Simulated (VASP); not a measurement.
# Ti (Fm-3m) in VASP: further runs

Ti is run at these levels: PBE; tasks: single point.

Program: VASP 6.6.1. These are calculated values, not measurements. Logs are shortened: lines on timing, memory, paths and dates and some standing lists are left out, and cuts for length are marked.

## 1. The cell of the first run

It takes space group Fm-3m (No. 225, cubic). The conventional cell has a = 4.270 Å, b = 4.270 Å, c = 4.270 Å, α = 90.00°, β = 90.00°, γ = 90.00°. Ti (site symmetry m-3m) has 12 Ti at 3.02 Å within 4.0 Å.

## 2. Single point, PBE

INCAR

```
SYSTEM = Ti
ALGO = Normal
EDIFF = 1E-6
ENCUT = 520
GGA = PE
ISIF = 2
ISMEAR = 0
LASPH = .TRUE.
LCHARG = .TRUE.
LELF = .TRUE.
LREAL = .FALSE.
LVHAR = .TRUE.
LWAVE = .FALSE.
NBANDS = 12
NELM = 80
PREC = Accurate
SIGMA = 0.15
```

KPOINTS

```
k-points
0
G
  20 20 20
  0 0 0
```

POSCAR

```
Ti
1.0
    0.0000000000      2.1351235515      2.1351235515
    2.1351235515      0.0000000000      2.1351235515
    2.1351235515      2.1351235515      0.0000000000
Ti
1
Direct
    0.0000000000      0.0000000000      0.0000000000
```

Potentials or basis: VASP PAW PBE potentials, release 64 (Ti_sv).

Launch:

```console
> cat potpaw_PBE.64/Ti_sv/POTCAR > POTCAR
> mpirun -np 1 vasp_std > vasp.out
```

OUTCAR:

```text
SYSTEM = Ti
   EDIFF = 1E-6
   ENCUT = 520
   GGA = PE
   ISIF = 2
   ISMEAR = 0
   LASPH = .TRUE.
   LREAL = .FALSE.
   NELM = 80
   PREC = Accurate

 ion  position               nearest neighbor table
   1  0.000  0.000  0.000-

  LATTYP: Found a face centered cubic cell.
 ALAT       =     4.2702471030

  Lattice vectors:

 A1 = (   0.0000000000,   2.1351235515,   2.1351235515)
 A2 = (   2.1351235515,   0.0000000000,   2.1351235515)
 A3 = (   2.1351235515,   2.1351235515,   0.0000000000)

Analysis of symmetry for initial positions (statically):
=====================================================================
 Subroutine PRICEL returns:
 Original cell was already a primitive cell.

 Routine SETGRP: Setting up the symmetry group for a
 face centered cubic supercell.

 Subroutine GETGRP returns: Found 48 space group operations
 (whereof 48 operations were pure point group operations)
 out of a pool of 48 trial point group operations.

The static configuration has the point symmetry O_h .

Analysis of symmetry for dynamics (positions and initial velocities):
=====================================================================
 Subroutine PRICEL returns:
 Original cell was already a primitive cell.

 Routine SETGRP: Setting up the symmetry group for a
 face centered cubic supercell.

 Subroutine GETGRP returns: Found 48 space group operations
 (whereof 48 operations were pure point group operations)
 out of a pool of 48 trial point group operations.

The dynamic configuration has the point symmetry O_h .

 Subroutine INISYM returns: Found 48 space group operations
 (whereof 48 operations are pure point group operations),
 and found     1 'primitive' translations

----------------------------------------------------------------------------------------

                                     Primitive cell

  volume of cell :      19.4670

  direct lattice vectors                    reciprocal lattice vectors
     0.000000000  2.135123551  2.135123551    -0.234178486  0.234178486  0.234178486
     2.135123551  0.000000000  2.135123551     0.234178486 -0.234178486  0.234178486
     2.135123551  2.135123551  0.000000000     0.234178486  0.234178486 -0.234178486

  length of vectors
     3.019520684  3.019520684  3.019520684     0.405609035  0.405609035  0.405609035

[... 83 lines left out ...]
   NFREE  =      0    steps in history (QN), initial steepest desc. (CG)
   ISIF   =      2    stress and relaxation
   ISYM   =      2    0-nonsym 1-usesym 2-fastsym
   POTIM  = 0.5000    time-step for ionic-motion
   TEBEG  =    0.0;   TEEND  =   0.0 temperature during run
   PSTRESS=    0.0 pullay stress
   NELECT =      12.0000    total number of electrons
   NUPDOWN=      -1.0000    fix difference up-down
   EMIN   =  10.00;   EMAX   =-10.00  energy-range for DOS
   EFERMI =   0.00;   METHOD = LEGACY
   ISMEAR =     0;   SIGMA  =   0.15  broadening in eV -4-tet -1-fermi 0-gaus
   EFERMI_NEDOS =   21; number of points for ismear=-14 and -15
   IALGO  =     38    algorithm
   IMIX   =      4    mixing-type and parameters
     AMIX     =   0.40;   BMIX     =  1.00
     AMIX_MAG =   1.60;   BMIX_MAG =  1.00
  volume/ion in A,a.u.               =      19.47       131.37
  Fermi-wavevector in a.u.,A,eV,Ry     =   1.393271  2.632900 26.411682  1.941204
  Thomas-Fermi vector in A             =   2.516933
   LORBIT       =      0    0 simple, 1 ext, 2 COOP (PROOUT), +10 PAW based schemes
   GGA     = PE    functional components
   LHFCALC =     F    Hartree Fock is set to
   AEXX    =    0.0000 exact exchange contribution
   IVDW    =     0    specifies the selected vdW correction
   LEPSILON=     F    determine dielectric tensor
   LRPA    =     F    only Hartree local field effects (RPA)
 non-spin polarized calculation
 Gauss-broadening in eV      SIGMA  =   0.15
  energy-cutoff  :      520.00
  volume of cell :       19.47
 maximum number of plane-waves:       544
   NGX = 11   NGY = 11   NGZ = 11

 number of electron      12.0000004 magnetization

 Free energy of the ion-electron system (eV)
  ---------------------------------------------------
  ext. energy  EPLUGINS =         0.00000000
  ---------------------------------------------------
  free energy    TOTEN  =        -7.71599647 eV

  energy without entropy =       -7.69373377  energy(sigma->0) =       -7.70486512

 E-fermi :   7.0621     XC(G=0): -10.9732

 val. band max:        7.0602704798   @ k =  -0.4000   0.3000   0.1500
 cond. band min:       7.0654020569   @ k =  -0.3000   0.2500   0.0500
 fundamental gap:      0.0051315770
 Fermi energy:         7.0621001200

 k-point     1 :       0.0000    0.0000    0.0000
  band No.  band energies     occupation
      1     -49.8547      2.00000
      2     -25.8221      2.00000
      3     -25.8221      2.00000
      4     -25.8221      2.00000
      5       1.2579      2.00000
      6       7.8569      0.00000
      7       7.8569      0.00000
      8       7.8569      0.00000
      9       9.2497      0.00000
     10       9.2497      0.00000
     11      21.6788      0.00000
     12      25.6049      0.00000
[... 331 lines left out ...]
 k-point    24 :      -0.3500    0.0500    0.0000
  band No.  band energies     occupation
      1     -49.7908      2.00000
      2     -26.2014      2.00000
      3     -25.8846      2.00000
      4     -25.8697      2.00000
      5       4.2237      2.00000
      6       7.0288      1.24649
      7       7.8555      0.00000
      8       7.9295      0.00000
      9       9.6945      0.00000
     10      10.0134      0.00000
     11      15.8343      0.00000
     12      21.3729      0.00000

 [... further k-points ...]

------------------------ aborting loop because EDIFF is reached ----------------------------------------

  FORCE on cell =-STRESS in cart. coord.  units (eV):
  Direction    XX          YY          ZZ          XY          YZ          ZX
  --------------------------------------------------------------------------------------
  -------------------------------------------------------------------------------------
  Total       -1.2199485     -1.2199485     -1.2199485     -0.0000000      0.0000000      0.0000000
  in kB     -100.4044730   -100.4044730   -100.4044730     -0.0000000      0.0000000      0.0000000
  external PRESSURE =    -100.4044730 kB  Pullay stress =       0.0000000 kB

 VOLUME and BASIS-vectors are now :
 -----------------------------------------------------------------------------
  energy-cutoff  :      520.00
  volume of cell :       19.47
      direct lattice vectors                 reciprocal lattice vectors
     0.000000000  2.135123551  2.135123551    -0.234178486  0.234178486  0.234178486
     2.135123551  0.000000000  2.135123551     0.234178486 -0.234178486  0.234178486
     2.135123551  2.135123551  0.000000000     0.234178486  0.234178486 -0.234178486

 POSITION                                       TOTAL-FORCE (eV/Angst)
 -----------------------------------------------------------------------------------
      0.00000      0.00000      0.00000         0.000000     -0.000000     -0.000000
 -----------------------------------------------------------------------------------
    total drift:                               -0.000000     -0.000000     -0.000000

  FREE ENERGIE OF THE ION-ELECTRON SYSTEM (eV)
  ---------------------------------------------------
  free  energy   TOTEN  =        -7.7159964679 eV

  energy  without entropy=       -7.6937337655  energy(sigma->0) =       -7.70486512
```

OSZICAR:

```text
N       E                     dE             d eps       ncg     rms          rms(c)
DAV:   1     0.871233761263E+02    0.87123E+02   -0.65362E+03  6152   0.117E+03
DAV:   2    -0.433968781954E+01   -0.91463E+02   -0.89185E+02  6244   0.294E+02
DAV:   3    -0.881416038250E+01   -0.44745E+01   -0.44270E+01  8744   0.659E+01
DAV:   4    -0.890604307884E+01   -0.91883E-01   -0.91722E-01  7052   0.851E+00
DAV:   5    -0.890831285836E+01   -0.22698E-02   -0.22697E-02  7488   0.121E+00    0.759E+00
DAV:   6    -0.772875866428E+01    0.11796E+01   -0.25014E+00  6648   0.228E+01    0.191E+00
DAV:   7    -0.771132211153E+01    0.17437E-01   -0.93337E-02  7596   0.331E+00    0.122E+00
DAV:   8    -0.771600895781E+01   -0.46868E-02   -0.34031E-02  6424   0.257E+00    0.191E-01
DAV:   9    -0.771603277546E+01   -0.23818E-04   -0.49508E-03  8024   0.868E-01    0.805E-02
DAV:  10    -0.771601409079E+01    0.18685E-04   -0.25742E-04  6716   0.201E-01    0.253E-02
DAV:  11    -0.771600081972E+01    0.13271E-04   -0.21785E-05  7404   0.614E-02    0.151E-02
DAV:  12    -0.771599599983E+01    0.48199E-05   -0.85917E-06  6936   0.381E-02    0.145E-03
DAV:  13    -0.771599646792E+01   -0.46809E-06   -0.27210E-07  4008   0.558E-03
   1 F= -.77159965E+01 E0= -.77048651E+01  d E =-.222627E-01
```

stdout:

```text
POSCAR found type information on POSCAR Ti
 POSCAR found :  1 types and       1 ions
 scaLAPACK will be used
 LDA part: xc-table for (Slater+PW92), standard interpolation
 POSCAR, INCAR and KPOINTS ok, starting setup
 FFT: planning ... GRIDC
 FFT: planning ... GRID_SOFT
 FFT: planning ... GRID
 WAVECAR not read
 entering main loop
```

It took 88 s on 1 thread of AMD EPYC 7R13, shared host; peak memory 0.15 GiB.

What came out:

```yaml
Free_energy: -7.7160 eV
Pressure: -10.0 GPa
Band_gap_on_the_k_mesh: zero (band 6 reaches 7.86 eV, above the bottom of band 7 at 6.72 eV)
```

## 3. Single point, PBE

This run uses another cell than the first one, of 20.51 Å³/atom, 1.054 times its volume.

INCAR

```
SYSTEM = Ti
PREC = Accurate
ENCUT = 520
EDIFF = 1E-6
ISMEAR = 0
SIGMA = 0.15
LREAL = .FALSE.
LASPH = .TRUE.
NELM = 60
ALGO = Normal
ISIF = 2
LWAVE = .FALSE.
LCHARG = .FALSE.
GGA = PE
NBANDS = 12
```

KPOINTS

```
regular mesh
0
G
  20 20 20
  0 0 0
```

POSCAR

```
Ti
1.0
    0.0000000000      2.1725938953      2.1725938953
    2.1725938953      0.0000000000      2.1725938953
    2.1725938953      2.1725938953      0.0000000000
Ti
1
Direct
    0.0000000000      0.0000000000      0.0000000000
```

Potentials or basis: VASP PAW PBE potentials, release 64 (Ti_sv).

Launch:

```console
> cat potpaw_PBE.64/Ti_sv/POTCAR > POTCAR
> mpirun -np 1 vasp_std > vasp.out
```

Run time: 84 s. Hardware: 1 thread of AMD EPYC 7R13, shared host; peak memory 0.15 GiB.

Results (log left out):

```
Free energy            : -7.6399 eV
Pressure               : -13.3 GPa
Band gap on the k mesh : zero (band 6 reaches 7.32 eV, above the bottom of band 7 at 6.24 eV)
```

Levels at points of the mesh, in eV from the Fermi level:
```tsv
k point	band 4	band 5	band 6	band 7	band 8	band 9
(0.00, 0.00, 0.00)	-33.02	-5.66	0.75	0.75	0.75	2.05
(0.50, 0.00, 0.00)	-33.07	-2.24	0.33	0.68	0.68	2.88
(0.50, 0.50, 0.00)	-33.16	-2.05	-1.32	2.22	2.88	3.09
```

(Continued in part 2 of 3.)
